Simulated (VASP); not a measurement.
# Ga25N23 (a cell with a defect) in VASP: single point with PBE

Aim: the single point of Ga25N23 (a cell with a defect) with PBE.

Everything below comes from runs of VASP 6.6.1. Logs are shortened: lines on timing, memory, paths and dates and some standing lists are left out, and cuts for length are marked.

## (1) The cell of the first run

The cell holds a defect, 48 atoms: a = 8.302 Å, b = 8.302 Å, c = 8.302 Å, α = 84.36°, β = 84.36°, γ = 84.36°.

## (2) Single point, PBE

INCAR

```
SYSTEM = Ga25N23
PREC = Accurate ; ENCUT = 520
EDIFF = 1E-6 ; ISMEAR = 0
SIGMA = 0.01 ; LREAL = Auto
LASPH = .True. ; NELM = 80
ALGO = Normal ; ISIF = 2
LWAVE = .False. ; LCHARG = .False.
GGA = PE ; NBANDS = 250
```

KPOINTS

```
Automatic mesh
0
Gamma
  2 2 2
  0 0 0
```

POSCAR

```
Ga25N23
1.0
   -3.2183708174      5.5743817732      5.2431684262
   -3.2183708173     -5.5743817732      5.2431684262
    6.4367416346      0.0000000001      5.2431684262
Ga N
25 23
Direct
    0.3131336678      0.6464670011      0.4798003345
    0.6617699460      0.5001167674      0.3310547772
    1.0092716435      0.8339295980      0.6664374025
    0.1667834341      0.4977214439      0.8284366127
    0.5005962647      0.8331040692      0.1759383102
    0.1643881106      0.9951032794      0.3334501007
    0.4997707359      0.3426049769      0.6672629313
    0.8387871674      0.6654797709      0.9999452901
    0.8332786234      0.1721205008      0.4988131042
    0.3321464376      0.1666119568      1.0054538341
    0.6640291733      0.9973625067      0.8306958400
    0.9976929946      0.3310263280      0.1643596613
    0.7019031551      0.8431725910      0.4887113333
    0.9962591173      0.6627719307      0.3240897990
    0.3220446666      1.0352364885      0.6765059243
    0.5098392576      0.6553780000      0.8685698218
    0.8370150239      1.0001685713      0.1608217041
    0.4994577758      0.1655533636      0.3380734362
    0.8322200302      0.5047401028      0.6661244425
    0.1714067695      0.8327911092      0.9988866969
    0.1574231323      0.3295924506      0.4961052640
    0.6668352380      0.3274883708      1.0036816905
    0.9941550374      0.1703483572      0.8335019047
    0.3294385973      0.4907564656      0.1629257840
    0.4544538245      0.7877871579      0.6211204912
    0.7935987222      0.6213911380      0.4536171956
    0.1231782528      0.9644188658      0.7962655586
    0.2880578046      0.6202838622      0.9602653889
    0.6310855325      0.9629322252      0.2898449194
    0.2869505289      0.1269320556      0.4547244713
    0.6295988919      0.4565115861      0.7977521991
    0.9625524620      0.7929015960      0.1206632587
    0.9539965920      0.2958857953      0.6262349294
    0.4595682627      0.2873299254      0.1292191286
    0.7906292794      0.1239626127      0.9572959461
    0.1225832769      0.4559166102      0.2892499435
    0.4558715547      0.6172660927      0.2774103269
    0.7917963089      0.4579319328      0.1248669286
    0.1107436603      0.7892048880      0.4505994260
    0.2839327593      0.4440769936      0.6225382214
    0.6328305733      0.7948894627      0.9727780525
    0.2941433924      0.9571481598      0.1271677841
    0.6238148265      0.2938344507      0.4608100590
    0.9605011174      0.6274767257      0.7904814932
    0.9582002620      0.1251296422      0.2912652662
    0.4615561294      0.1394447191      0.7994972400
    0.8061113858      0.9661639066      0.6282227961
    0.1245985995      0.2915335953      0.9584629756
```

Potentials or basis: VASP PAW PBE potentials, release 64 (Ga_d, N).

On the command line:

```sh
$ cat potpaw_PBE.64/Ga_d/POTCAR potpaw_PBE.64/N/POTCAR > POTCAR
$ mpirun -np 1 vasp_std > vasp.out
```

OUTCAR:

```text
SYSTEM = Ga25N23
   PREC = Accurate
   ENCUT = 520
   EDIFF = 1E-6
   ISMEAR = 0
   LREAL = Auto
   LASPH = .True.
   NELM = 80
   ISIF = 2
   GGA = PE

 ion  position               nearest neighbor table
   1  0.313  0.646  0.480-  40 1.98  39 1.98  37 1.98  25 2.22
   2  0.662  0.500  0.331-  37 1.95  43 1.97  26 1.97  38 1.97
   3  0.009  0.834  0.666-  47 1.96  39 1.96  27 1.96  44 1.97
   4  0.167  0.498  0.828-  40 1.95  44 1.97  28 1.97  48 1.97
   5  0.501  0.833  0.176-  41 1.96  37 1.96  29 1.96  42 1.97
   6  0.164  0.995  0.333-  39 1.95  42 1.97  30 1.97  45 1.97
[... 40 lines left out ...]
  47  0.806  0.966  0.628-  13 1.93   9 1.95   3 1.96  11 1.98
  48  0.125  0.292  0.958-  12 1.96  10 1.97   4 1.97  23 1.98

  LATTYP: Found a trigonal (rhomboedric) cell.
 ALAT       =     8.3019550720
 COS(alpha) =     0.0982987825

  Lattice vectors:

 A1 = (  -3.2183708174,   5.5743817732,   5.2431684262)
 A2 = (  -3.2183708173,  -5.5743817732,   5.2431684262)
 A3 = (   6.4367416346,   0.0000000001,   5.2431684262)

Analysis of symmetry for initial positions (statically):
=====================================================================
 Subroutine PRICEL returns:
 Original cell was already a primitive cell.

 Routine SETGRP: Setting up the symmetry group for a
 trigonal (rhombohedral) supercell.

 Subroutine GETGRP returns: Found  3 space group operations
 (whereof  1 operations were pure point group operations)
 out of a pool of 12 trial point group operations.

The static configuration has the point symmetry C_1 .
 The point group associated with its full space group is C_3 .

Analysis of symmetry for dynamics (positions and initial velocities):
=====================================================================
 Subroutine PRICEL returns:
 Original cell was already a primitive cell.

 Routine SETGRP: Setting up the symmetry group for a
 trigonal (rhombohedral) supercell.

 Subroutine GETGRP returns: Found  3 space group operations
 (whereof  1 operations were pure point group operations)
 out of a pool of 12 trial point group operations.

The dynamic configuration has the point symmetry C_1 .
 The point group associated with its full space group is C_3 .

 Subroutine INISYM returns: Found  3 space group operations
 (whereof  1 operations are pure point group operations),
 and found     1 'primitive' translations

----------------------------------------------------------------------------------------

                                     Primitive cell

  volume of cell :     564.3881

  direct lattice vectors                    reciprocal lattice vectors
    -3.218370817  5.574381773  5.243168426    -0.051786036  0.089696045  0.063574790
    -3.218370817 -5.574381773  5.243168426    -0.051786036 -0.089696045  0.063574790
     6.436741635  0.000000000  5.243168426     0.103572072  0.000000000  0.063574790

  length of vectors
     8.301955072  8.301955072  8.301955072     0.121527478  0.121527478  0.121527478

  position of ions in fractional coordinates (direct lattice)
     0.313133668  0.646467001  0.479800334
     0.661769946  0.500116767  0.331054777
     0.009271643  0.833929598  0.666437403
     0.166783434  0.497721444  0.828436613
     0.500596265  0.833104069  0.175938310
     0.164388111  0.995103279  0.333450101
[... 40 lines left out ...]
     0.806111386  0.966163907  0.628222796
     0.124598599  0.291533595  0.958462976

  ion indices of the primitive-cell ions
   primitive index   ion index
                 1           1
                 2           2
                 3           3
                 4           4
                 5           5
                 6           6
[... 40 lines left out ...]
                47          47
                48          48

----------------------------------------------------------------------------------------

 KPOINTS: Automatic mesh

Automatic generation of k-mesh.
 Grid dimensions read from file:
 generate k-points for:    2    2    2

 Generating k-lattice:

  Cartesian coordinates                     Fractional coordinates (reciprocal lattice)
    -0.025893018  0.044848023  0.031787395     0.500000000 -0.000000000  0.000000000
    -0.025893018 -0.044848023  0.031787395     0.000000000  0.500000000  0.000000000
     0.051786036  0.000000000  0.031787395     0.000000000  0.000000000  0.500000000

  Length of vectors
     0.060763739  0.060763739  0.060763739

  Shift w.r.t. Gamma in fractional coordinates (k-lattice)
     0.000000000  0.000000000  0.000000000

 Subroutine IBZKPT returns following result:
 ===========================================

 Found      4 irreducible k-points:

 Following reciprocal coordinates:
            Coordinates               Weight
  0.000000  0.000000  0.000000      1.000000
  0.500000  0.000000 -0.000000      3.000000
  0.500000  0.500000 -0.000000      3.000000
  0.500000  0.500000  0.500000      1.000000
   k-points           NKPTS =      4   k-points in BZ     NKDIM =      4   number of bands    NBANDS=    250
   number of dos      NEDOS =    301   number of ions     NIONS =     48
   total plane-waves  NPLWV = 262144
   dimension x,y,z NGX =    64 NGY =   64 NGZ =   64
   dimension x,y,z NGXF=   128 NGYF=  128 NGZF=  128
   ions per type =              25  23
   NGX,Y,Z   is equivalent  to a cutoff of  12.82, 12.82, 12.82 a.u.
   NGXF,Y,Z  is equivalent  to a cutoff of  25.63, 25.63, 25.63 a.u.
 SYSTEM =  Ga25N23
   PREC   = accura    normal or accurate (medium, high low for compatibility)
   ISTART =      0    job   : 0-new  1-cont  2-samecut
   ICHARG =      2    charge: 1-file 2-atom 10-const
   ISPIN  =      1    spin polarized calculation?
   LNONCOLLINEAR =      F non collinear calculations
   LSORBIT =      F    spin-orbit coupling
   LASPH  =      T    aspherical Exc in radial PAW
   ENCUT  =  520.0 eV  38.22 Ry    6.18 a.u.  15.44 15.44 15.44*2*pi/ulx,y,z
   NELM   =     80;   NELMIN=  2; NELMDL= -5     # of ELM steps
   EDIFF  = 0.1E-05   stopping-criterion for ELM
   LREAL  =      T    real-space projection
   EDIFFG = 0.1E-04   stopping-criterion for IOM
   NSW    =      0    number of steps for IOM
   IBRION =     -1    ionic relax: 0-MD 1-quasi-New 2-CG
   NFREE  =      0    steps in history (QN), initial steepest desc. (CG)
   ISIF   =      2    stress and relaxation
   ISYM   =      2    0-nonsym 1-usesym 2-fastsym
   POTIM  = 0.5000    time-step for ionic-motion
   TEBEG  =    0.0;   TEEND  =   0.0 temperature during run
   PSTRESS=    0.0 pullay stress
   NELECT =     440.0000    total number of electrons
   NUPDOWN=      -1.0000    fix difference up-down
   EMIN   =  10.00;   EMAX   =-10.00  energy-range for DOS
   EFERMI =   0.00;   METHOD = LEGACY
   ISMEAR =     0;   SIGMA  =   0.01  broadening in eV -4-tet -1-fermi 0-gaus
   EFERMI_NEDOS =   21; number of points for ismear=-14 and -15
   IALGO  =     38    algorithm
   IMIX   =      4    mixing-type and parameters
     AMIX     =   0.40;   BMIX     =  1.00
     AMIX_MAG =   1.60;   BMIX_MAG =  1.00
  volume/ion in A,a.u.               =      11.76        79.35
  Fermi-wavevector in a.u.,A,eV,Ry     =   1.506722  2.847292 30.888095  2.270211
  Thomas-Fermi vector in A             =   2.617402
   LORBIT       =      0    0 simple, 1 ext, 2 COOP (PROOUT), +10 PAW based schemes
   GGA     = PE    functional components
   LHFCALC =     F    Hartree Fock is set to
   AEXX    =    0.0000 exact exchange contribution
   IVDW    =     0    specifies the selected vdW correction
   LEPSILON=     F    determine dielectric tensor
   LRPA    =     F    only Hartree local field effects (RPA)
 non-spin polarized calculation
 Gauss-broadening in eV      SIGMA  =   0.01
  energy-cutoff  :      520.00
  volume of cell :      564.39
 maximum number of plane-waves:     15230
 NGX is ok and might be reduce to    64
   NGX = 31   NGY = 31   NGZ = 31

 number of electron     440.0000024 magnetization

 Free energy of the ion-electron system (eV)
  ---------------------------------------------------
  ext. energy  EPLUGINS =         0.00000000
  ---------------------------------------------------
  free energy    TOTEN  =      -279.66980496 eV

  energy without entropy =     -279.66787614  energy(sigma->0) =     -279.66884055

 E-fermi :   6.6474     XC(G=0): -11.6088

 val. band max:        6.6443325210   @ k =   0.5000   0.5000  -0.0000
 cond. band min:       6.6757134056   @ k =   0.5000   0.5000   0.5000
 fundamental gap:      0.0313808846
 Fermi energy:         6.6473778501

 k-point     1 :       0.0000    0.0000    0.0000
  band No.  band energies     occupation
      1     -10.6967      2.00000
      2     -10.0173      2.00000
      3     -10.0173      2.00000
      4     -10.0103      2.00000
      5      -9.9719      2.00000
      6      -9.9719      2.00000
[... 224 lines left out ...]
    231      10.1532      0.00000
    232      10.2894      0.00000

 k-point     2 :       0.5000    0.0000   -0.0000
  band No.  band energies     occupation
      1     -10.4811      2.00000
      2     -10.4186      2.00000
      3      -9.9622      2.00000
      4      -9.9539      2.00000
      5      -9.9411      2.00000
      6      -9.9330      2.00000
[... 224 lines left out ...]
    231      10.3145      0.00000
    232      10.3781      0.00000

 k-point     3 :       0.5000    0.5000   -0.0000
  band No.  band energies     occupation
      1     -10.3121      2.00000
      2     -10.2764      2.00000
      3     -10.2566      2.00000
      4     -10.1812      2.00000
      5      -9.9197      2.00000
      6      -9.9046      2.00000
[... 224 lines left out ...]
    231      10.0773      0.00000
    232      10.3329      0.00000

 k-point     4 :       0.5000    0.5000    0.5000
  band No.  band energies     occupation
      1     -10.2209      2.00000
      2     -10.1606      2.00000
      3     -10.1285      2.00000
      4     -10.1285      2.00000
      5     -10.0905      2.00000
      6     -10.0816      2.00000
[... 224 lines left out ...]
    231       9.8636      0.00000
    232       9.9516      0.00000
 [bands above 232 left out]

------------------------ aborting loop because EDIFF is reached ----------------------------------------

  FORCE on cell =-STRESS in cart. coord.  units (eV):
  Direction    XX          YY          ZZ          XY          YZ          ZX
  --------------------------------------------------------------------------------------
  -------------------------------------------------------------------------------------
  Total       17.8040138     17.8040138     27.9574543     -0.0000001      0.0000000     -0.0000000
  in kB       50.5417943     50.5417943     79.3652442     -0.0000002      0.0000000     -0.0000000
  external PRESSURE =      60.1496110 kB  Pullay stress =       0.0000000 kB

 VOLUME and BASIS-vectors are now :
 -----------------------------------------------------------------------------
  energy-cutoff  :      520.00
  volume of cell :      564.39
      direct lattice vectors                 reciprocal lattice vectors
    -3.218370817  5.574381773  5.243168426    -0.051786036  0.089696045  0.063574790
    -3.218370817 -5.574381773  5.243168426    -0.051786036 -0.089696045  0.063574790
     6.436741635  0.000000000  5.243168426     0.103572072  0.000000000  0.063574790

 POSITION                                       TOTAL-FORCE (eV/Angst)
 -----------------------------------------------------------------------------------
      0.00000     -1.85813      7.54702        -0.000000      0.000000      0.027689
     -1.60847      0.90112      7.82774        -0.001237      0.002558     -0.000109
      1.57595     -4.59696      7.91529         0.004154     -0.005115      0.001654
      3.19381     -1.84477      7.82774         0.002834     -0.000208     -0.000109
     -3.15987     -1.85353      7.91529        -0.006507     -0.001040      0.001654
     -1.58534     -4.63072      7.82774        -0.001597     -0.002350     -0.000109
[... 40 lines left out ...]
     -1.66013     -0.89219     12.58622        -0.004785      0.001725     -0.006246
      4.83011     -0.93056      7.20723         0.001036     -0.000891      0.001625
 -----------------------------------------------------------------------------------
    total drift:                                0.000111      0.001349     -0.002682

  FREE ENERGIE OF THE ION-ELECTRON SYSTEM (eV)
  ---------------------------------------------------
  free  energy   TOTEN  =      -279.6698049586 eV

  energy  without entropy=     -279.6678761443  energy(sigma->0) =     -279.66884055
```

Wall time 29 min (1 thread of Intel Xeon Platinum 8259CL at 2.50GHz (Skylake/Cascade Lake), shared host); peak memory 0.77 GiB.

Results:

| Quantity | Value |
| --- | --- |
| Free energy | -279.6698 eV |
| Pressure | 6.0 GPa |
| Largest force | 0.028 eV/Å |
| Band gap on the k mesh | zero (bands 220 and 221 overlap by 0.11 eV) |

Forces in eV/Å, atoms in the order of the input:
```
Ga   0.000  0.000  0.028
Ga  -0.001  0.003  0.000
Ga   0.004 -0.005  0.002
Ga   0.003  0.000  0.000
Ga  -0.007 -0.001  0.002
Ga  -0.002 -0.002  0.000
Ga   0.002  0.006  0.002
Ga  -0.003 -0.006  0.001
Ga   0.007  0.001  0.001
Ga  -0.004  0.006  0.001
Ga   0.000  0.000 -0.011
Ga   0.000  0.000 -0.009
Ga   0.000  0.000  0.010
Ga  -0.001 -0.013  0.008
Ga   0.000  0.000  0.010
Ga   0.000  0.000  0.010
Ga  -0.004 -0.001 -0.002
Ga  -0.001  0.002  0.002
Ga   0.003  0.000  0.002
Ga  -0.001 -0.002  0.002
Ga   0.012  0.006  0.008
Ga   0.002  0.004 -0.002
Ga   0.003 -0.003 -0.002
Ga  -0.011  0.007  0.008
Ga   0.000  0.000 -0.006
N   -0.006  0.000 -0.002
N   -0.002  0.001 -0.002
N    0.003  0.005 -0.002
N    0.002  0.001 -0.002
N    0.003 -0.005 -0.002
N    0.000 -0.002 -0.002
N    0.004  0.002 -0.002
N   -0.004  0.002 -0.002
N    0.000 -0.004 -0.002
N    0.000  0.000  0.012
N    0.000  0.000  0.004
N    0.004 -0.001 -0.015
N    0.000  0.001  0.002
N   -0.001  0.003 -0.015
N   -0.002 -0.003 -0.015
N    0.004  0.003 -0.006
N    0.000  0.001 -0.001
N    0.001 -0.001 -0.001
N   -0.001 -0.001 -0.001
N   -0.001  0.000  0.002
N    0.001 -0.005 -0.006
N   -0.005  0.002 -0.006
N    0.001 -0.001  0.002
```

Caveat: the k points lie up to 0.38 Å⁻¹ apart.

The gap in the log of VASP goes by the Fermi energy; the results here count the filled bands.